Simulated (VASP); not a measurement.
# Si4BN3 in VASP: notebook

Si4BN3 is run at these levels: PBE; tasks: relaxation of cell and atoms, single point.

All numbers are computed with VASP 6.6.1; they aren't measurements. Logs are shortened: lines on timing, memory, paths and dates and some standing lists are left out, and cuts for length are marked.

## (1) The cell of the first run

It takes space group P3m1 (No. 156, trigonal). Conventional cell: a = 2.741 Å, b = 2.741 Å, c = 16.559 Å, α = 90.00°, β = 90.00°, γ = 120.00°. Si (site symmetry 3m) has 3 N at 1.71 Å within 2.3 Å. Si (site symmetry 3m) has 10 Si at 2.43 to 2.74 Å within 3.2 Å. Within 2.3 Å of Si (site symmetry 3m) lie 3 N at 1.71 Å. Si (site symmetry 3m) has 10 Si at 2.43 to 2.74 Å within 3.2 Å. B (site symmetry 3m) has 3 N at 1.58 Å within 2.1 Å. Within 2.1 Å of N (site symmetry 3m) lie 3 B at 1.58 Å. Within 2.3 Å of N (site symmetry 3m) lie 3 Si at 1.71 Å. Within 2.3 Å of N (site symmetry 3m) lie 3 Si at 1.71 Å.

## (2) Relaxation of cell and atoms, PBE

INCAR

```
PREC     = Accurate       # precision mode
ENCUT    = 600            # plane-wave cutoff, eV
EDIFF    = 1E-6           # SCF threshold, eV
ISMEAR   = 0              # smearing method
SIGMA    = 0.1            # smearing width, eV
LREAL    = F              # projectors in reciprocal space
LASPH    = T              # aspherical terms in the spheres
NELM     = 80             # most SCF steps
ALGO     = Normal         # electronic algorithm
ISIF     = 3              # what is computed and relaxed
LWAVE    = F              # write WAVECAR
LCHARG   = F              # write CHGCAR
GGA      = PE             # functional
IBRION   = 2              # ionic algorithm
NSW      = 80             # ionic steps
EDIFFG   = -0.001         # ionic threshold
```

KPOINTS

```
Automatic mesh
0
Gamma
  12 12 2
```

POSCAR

```
Si4BN3
1.0
    2.7409914322      0.0000000000      0.0000000000
   -1.3704957161      2.3737682119      0.0000000000
    0.0000000000      0.0000000000     16.5589439300
Si B N
4 1 3
Direct
    0.6666666667      0.3333333333      0.4835052579
    0.6666666667      0.3333333333      0.3369817897
    0.3333333333      0.6666666667      0.0550301153
    0.3333333333      0.6666666667      0.2015531372
    0.0000000000      0.0000000000      0.7711946847
    0.3333333333      0.6666666667      0.7711949147
    0.0000000000      0.0000000000      0.5222254609
    0.0000000000      0.0000000000      0.0163146395
```

Potentials or basis: VASP PAW PBE potentials, release 64 (Si, B, N).

Launch:

```bash
$ cat potpaw_PBE.64/Si/POTCAR potpaw_PBE.64/B/POTCAR potpaw_PBE.64/N/POTCAR > POTCAR
$ mpirun -np 1 vasp_std > vasp.out
```

OUTCAR:

```text
PREC = Accurate
   ENCUT = 600
   EDIFF = 1E-6
   ISMEAR = 0
   LREAL = F
   LASPH = T
   NELM = 80
   ISIF = 3
   GGA = PE
   IBRION = 2
   NSW = 80
   EDIFFG = -0.001

 ion  position               nearest neighbor table
   1  0.667  0.333  0.484-   7 1.71   7 1.71   7 1.71   2 2.43
   2  0.667  0.333  0.337-   1 2.43   4 2.74   4 2.74   4 2.74
   3  0.333  0.667  0.055-   8 1.71   8 1.71   8 1.71   4 2.43
   4  0.333  0.667  0.202-   3 2.43   2 2.74   2 2.74   2 2.74
   5  0.000  0.000  0.771-   6 1.58   6 1.58   6 1.58
   6  0.333  0.667  0.771-   5 1.58   5 1.58   5 1.58
   7  0.000  0.000  0.522-   1 1.71   1 1.71   1 1.71
   8  0.000  0.000  0.016-   3 1.71   3 1.71   3 1.71

  LATTYP: Found a hexagonal cell.
 ALAT       =     2.7409914322
 C/A-ratio  =     6.0412242576

  Lattice vectors:

 A1 = (   2.7409914322,   0.0000000000,   0.0000000000)
 A2 = (  -1.3704957161,   2.3737682119,   0.0000000000)
 A3 = (   0.0000000000,   0.0000000000,  16.5589439300)

Analysis of symmetry for initial positions (statically):
=====================================================================
 Subroutine PRICEL returns:
 Original cell was already a primitive cell.

 Routine SETGRP: Setting up the symmetry group for a
 hexagonal supercell.

 Subroutine GETGRP returns: Found  6 space group operations
 (whereof  6 operations were pure point group operations)
 out of a pool of 24 trial point group operations.

The static configuration has the point symmetry C_3v.

Analysis of symmetry for dynamics (positions and initial velocities):
=====================================================================
 Subroutine PRICEL returns:
 Original cell was already a primitive cell.

 Routine SETGRP: Setting up the symmetry group for a
 hexagonal supercell.

 Subroutine GETGRP returns: Found  6 space group operations
 (whereof  6 operations were pure point group operations)
 out of a pool of 24 trial point group operations.

The dynamic configuration has the point symmetry C_3v.

 Subroutine INISYM returns: Found  6 space group operations
 (whereof  6 operations are pure point group operations),
 and found     1 'primitive' translations

----------------------------------------------------------------------------------------

                                     Primitive cell

  volume of cell :     107.7404

  direct lattice vectors                    reciprocal lattice vectors
     2.740991432  0.000000000  0.000000000     0.364831494  0.210635561  0.000000000
    -1.370495716  2.373768212  0.000000000     0.000000000  0.421271123  0.000000000
     0.000000000  0.000000000 16.558943930     0.000000000  0.000000000  0.060390325

  length of vectors
     2.740991432  2.740991432 16.558943930     0.421271123  0.421271123  0.060390325

  position of ions in fractional coordinates (direct lattice)
     0.666666667  0.333333333  0.483505258
     0.666666667  0.333333333  0.336981790
     0.333333333  0.666666667  0.055030115
     0.333333333  0.666666667  0.201553137
     0.000000000  0.000000000  0.771194685
     0.333333333  0.666666667  0.771194915
     0.000000000  0.000000000  0.522225461
     0.000000000  0.000000000  0.016314640

  ion indices of the primitive-cell ions
   primitive index   ion index
                 1           1
                 2           2
                 3           3
                 4           4
                 5           5
                 6           6
                 7           7
                 8           8

----------------------------------------------------------------------------------------

 KPOINTS: Automatic mesh

Automatic generation of k-mesh.
 Grid dimensions read from file:
 generate k-points for:   12   12    2

 Generating k-lattice:

  Cartesian coordinates                     Fractional coordinates (reciprocal lattice)
     0.030402625  0.017552963  0.000000000     0.083333333 -0.000000000  0.000000000
     0.000000000  0.035105927  0.000000000     0.000000000  0.083333333  0.000000000
     0.000000000  0.000000000  0.030195162     0.000000000  0.000000000  0.500000000

  Length of vectors
     0.035105927  0.035105927  0.030195162

  Shift w.r.t. Gamma in fractional coordinates (k-lattice)
     0.000000000  0.000000000  0.000000000

 Subroutine IBZKPT returns following result:
 ===========================================

 Found     38 irreducible k-points:

 Following reciprocal coordinates:
            Coordinates               Weight
  0.000000  0.000000  0.000000      1.000000
  0.083333  0.000000  0.000000      6.000000
  0.166667  0.000000  0.000000      6.000000
  0.250000  0.000000  0.000000      6.000000
  0.333333  0.000000  0.000000      6.000000
  0.416667  0.000000  0.000000      6.000000
[... 16 lines left out ...]
  0.250000  0.000000  0.500000      6.000000
  0.333333  0.000000  0.500000      6.000000
 [... further k-points ...]
   k-points           NKPTS =     38   k-points in BZ     NKDIM =     38   number of bands    NBANDS=     22
   number of dos      NEDOS =    301   number of ions     NIONS =      8
   total plane-waves  NPLWV =  80640
   dimension x,y,z NGX =    24 NGY =   24 NGZ =  140
   dimension x,y,z NGXF=    48 NGYF=   48 NGZF=  280
   ions per type =               4   1   3
   NGX,Y,Z   is equivalent  to a cutoff of  14.56, 14.56, 14.06 a.u.
   NGXF,Y,Z  is equivalent  to a cutoff of  29.11, 29.11, 28.11 a.u.
 SYSTEM =  unknown system
   PREC   = accura    normal or accurate (medium, high low for compatibility)
   ISTART =      0    job   : 0-new  1-cont  2-samecut
   ICHARG =      2    charge: 1-file 2-atom 10-const
   ISPIN  =      1    spin polarized calculation?
   LNONCOLLINEAR =      F non collinear calculations
   LSORBIT =      F    spin-orbit coupling
   LASPH  =      T    aspherical Exc in radial PAW
   ENCUT  =  600.0 eV  44.10 Ry    6.64 a.u.   5.47  5.47 33.07*2*pi/ulx,y,z
   NELM   =     80;   NELMIN=  2; NELMDL= -5     # of ELM steps
   EDIFF  = 0.1E-05   stopping-criterion for ELM
   LREAL  =      F    real-space projection
   EDIFFG = -.1E-02   stopping-criterion for IOM
   NSW    =     80    number of steps for IOM
   IBRION =      2    ionic relax: 0-MD 1-quasi-New 2-CG
   NFREE  =      1    steps in history (QN), initial steepest desc. (CG)
   ISIF   =      3    stress and relaxation
   ISYM   =      2    0-nonsym 1-usesym 2-fastsym
   POTIM  = 0.5000    time-step for ionic-motion
   TEBEG  =    0.0;   TEEND  =   0.0 temperature during run
   PSTRESS=    0.0 pullay stress
   NELECT =      34.0000    total number of electrons
   NUPDOWN=      -1.0000    fix difference up-down
   EMIN   =  10.00;   EMAX   =-10.00  energy-range for DOS
   EFERMI =   0.00;   METHOD = LEGACY
   ISMEAR =     0;   SIGMA  =   0.10  broadening in eV -4-tet -1-fermi 0-gaus
   EFERMI_NEDOS =   21; number of points for ismear=-14 and -15
   IALGO  =     38    algorithm
   IMIX   =      4    mixing-type and parameters
     AMIX     =   0.40;   BMIX     =  1.00
     AMIX_MAG =   1.60;   BMIX_MAG =  1.00
  volume/ion in A,a.u.               =      13.47        90.88
  Fermi-wavevector in a.u.,A,eV,Ry     =   1.114572  2.106236 16.902130  1.242272
  Thomas-Fermi vector in A             =   2.251169
   LORBIT       =      0    0 simple, 1 ext, 2 COOP (PROOUT), +10 PAW based schemes
   GGA     = PE    functional components
   LHFCALC =     F    Hartree Fock is set to
   AEXX    =    0.0000 exact exchange contribution
   IVDW    =     0    specifies the selected vdW correction
   LEPSILON=     F    determine dielectric tensor
   LRPA    =     F    only Hartree local field effects (RPA)
 conjugate gradient relaxation of ions
 non-spin polarized calculation
 Gauss-broadening in eV      SIGMA  =   0.10
  energy-cutoff  :      600.00
  volume of cell :      107.74
 maximum number of plane-waves:      3667
 NGX is ok and might be reduce to    24
   NGX = 11   NGY = 11   NGZ = 67

--------------------------------------- Ionic step        1  -------------------------------------------

 number of electron      34.0000002 magnetization

 Free energy of the ion-electron system (eV)
  ---------------------------------------------------
  ext. energy  EPLUGINS =         0.00000000
  ---------------------------------------------------
  free energy    TOTEN  =       -56.09543559 eV

  energy without entropy =      -56.08523188  energy(sigma->0) =      -56.09033373

------------------------ aborting loop because EDIFF is reached ----------------------------------------

  FORCE on cell =-STRESS in cart. coord.  units (eV):
  Direction    XX          YY          ZZ          XY          YZ          ZX
  --------------------------------------------------------------------------------------
  -------------------------------------------------------------------------------------
  Total       -0.0309504     -0.0309504     -0.1393705      0.0000000      0.0000000      0.0000000
  in kB       -0.4602551     -0.4602551     -2.0725392      0.0000000      0.0000000      0.0000000
  external PRESSURE =      -0.9976831 kB  Pullay stress =       0.0000000 kB
[... 107 lines left out ...]
  FREE ENERGIE OF THE ION-ELECTRON SYSTEM (eV)
  ---------------------------------------------------
  free  energy   TOTEN  =       -56.0955128274 eV

  energy  without entropy=      -56.0852831858  energy(sigma->0) =      -56.09039801

[... ionic steps 4 to 68 ...]

--------------------------------------- Ionic step       69  -------------------------------------------

 number of electron      34.0000002 magnetization

------------------------ aborting loop because EDIFF is reached ----------------------------------------

  FORCE on cell =-STRESS in cart. coord.  units (eV):
  Direction    XX          YY          ZZ          XY          YZ          ZX
  --------------------------------------------------------------------------------------
  -------------------------------------------------------------------------------------
  Total       -0.0016067     -0.0016067     -0.0042759     -0.0000000     -0.0000000     -0.0000000
  in kB       -0.0245134     -0.0245134     -0.0652381     -0.0000000     -0.0000000     -0.0000000
  external PRESSURE =      -0.0380883 kB  Pullay stress =       0.0000000 kB
[... 69 lines left out ...]
  energy  without entropy=      -56.0862069026  energy(sigma->0) =      -56.09133153

--------------------------------------- Ionic step       71  -------------------------------------------

 number of electron      34.0000002 magnetization

 Free energy of the ion-electron system (eV)
  ---------------------------------------------------
  ext. energy  EPLUGINS =         0.00000000
  ---------------------------------------------------
  free energy    TOTEN  =       -56.09645632 eV

  energy without entropy =      -56.08620536  energy(sigma->0) =      -56.09133084

 E-fermi :   5.9764     XC(G=0):  -9.8557

 val. band max:        5.9314557403   @ k =   0.2500   0.0833   0.0000
 cond. band min:       5.9978396067   @ k =   0.3333   0.2500   0.5000
 fundamental gap:      0.0663838664
 Fermi energy:         5.9763911013

 k-point     1 :       0.0000    0.0000    0.0000
  band No.  band energies     occupation
      1     -13.6349      2.00000
      2     -13.6333      2.00000
      3     -10.7996      2.00000
      4      -7.4184      2.00000
      5      -5.1632      2.00000
      6      -2.5749      2.00000
[... 574 lines left out ...]
      6      -2.8974      2.00000
[... 14 lines left out ...]
     21      10.4685      0.00000
     22      10.6327      0.00000

 [... further k-points ...]
[... 5 lines left out ...]
  --------------------------------------------------------------------------------------
  -------------------------------------------------------------------------------------
  Total       -0.0007752     -0.0007752     -0.0062980      0.0000000      0.0000000     -0.0000000
  in kB       -0.0118284     -0.0118284     -0.0960917      0.0000000      0.0000000     -0.0000000
  external PRESSURE =      -0.0399161 kB  Pullay stress =       0.0000000 kB
[... 23 lines left out ...]
  FREE ENERGIE OF THE ION-ELECTRON SYSTEM (eV)
  ---------------------------------------------------
  free  energy   TOTEN  =       -56.0964563167 eV

  energy  without entropy=      -56.0862053635  energy(sigma->0) =      -56.09133084

 reached required accuracy - stopping structural energy minimisation
```

It took 18 min on 1 thread of Intel Xeon 6975P-C (Granite Rapids), shared host; peak memory 0.33 GiB.

Results:

```yaml
Free_energy: -56.0965 eV
Relaxed_volume: 13.13 Å³/atom
Relaxed_cell: a = 2.741 Å, b = 2.741 Å, c = 16.137 Å, α = 90.00°, β = 90.00°, γ = 120.00°
Space_group_after_relaxing_to_0.1_Å: P3m1 (No. 156)
Energy_gained_by_relaxing: 0.1 meV/atom
Ionic_steps: 71
Pressure_after_relaxing: 0.0 GPa
Band_gap_on_the_k_mesh: zero (bands 17 and 18 overlap by 3.77 eV)
```

The path:
```tsv
step	energy change (eV)	largest force (eV/Å)	pressure (GPa)	volume (Å³)
1	0.0000	0.0279	-0.10	107.74
3	-0.0001	0.0070	0.03	107.66
5	-0.0001	0.0069	-0.01	107.66
7	-0.0001	0.0081	-0.02	107.66
9	-0.0001	0.0082	-0.02	107.66
11	-0.0001	0.0173	0.00	107.59
13	-0.0001	0.0092	0.03	107.55
15	-0.0001	0.0056	0.05	107.53
17	-0.0001	0.0136	-0.04	107.55
19	-0.0001	0.0090	0.01	107.54
21	-0.0002	0.0066	-0.01	107.56
23	-0.0002	0.0115	-0.05	107.58
25	-0.0002	0.0062	-0.02	107.57
27	-0.0002	0.0052	0.00	107.56
29	-0.0002	0.0060	-0.01	107.55
31	-0.0002	0.0098	-0.02	107.54
33	-0.0002	0.0074	-0.01	107.55
35	-0.0002	0.0081	-0.01	107.51
37	-0.0002	0.0402	0.05	107.37
39	-0.0002	0.0407	0.05	107.36
41	-0.0003	0.0415	0.05	107.33
43	-0.0003	0.0471	0.03	107.22
45	-0.0005	0.0680	-0.04	106.75
47	-0.0006	0.0885	-0.12	106.04
49	-0.0009	0.0299	-0.13	105.28
51	-0.0009	0.0321	-0.14	104.98
53	-0.0009	0.0310	-0.13	105.11
55	-0.0010	0.0213	0.07	104.94
57	-0.0010	0.0236	0.03	104.98
59	-0.0010	0.0228	0.03	104.97
61	-0.0010	0.0117	0.02	104.95
63	-0.0010	0.0082	0.03	104.97
65	-0.0010	0.0030	0.00	105.00
67	-0.0010	0.0017	0.00	105.01
69	-0.0010	0.0012	0.00	105.01
71	-0.0010	0.0008	0.00	105.01
```

Final structure:
```
Si B N
1.0
     2.74120    0.00000    0.00000
    -1.37060    2.37395    0.00000
     0.00000    0.00000   16.13678
Si B N
4 1 3
Direct
  0.66667 0.33333 0.48899
  0.66667 0.33333 0.33871
  0.33333 0.66667 0.04960
  0.33333 0.66667 0.19986
  0.00000 0.00000 0.77112
  0.33333 0.66667 0.77112
  0.00000 0.00000 0.52861
  0.00000 0.00000 0.00998
```

Caveat: this functional lacks dispersion, which binds the layers, so the pressure and a relaxed spacing across them are unreliable.

[end of part 1 of 2]
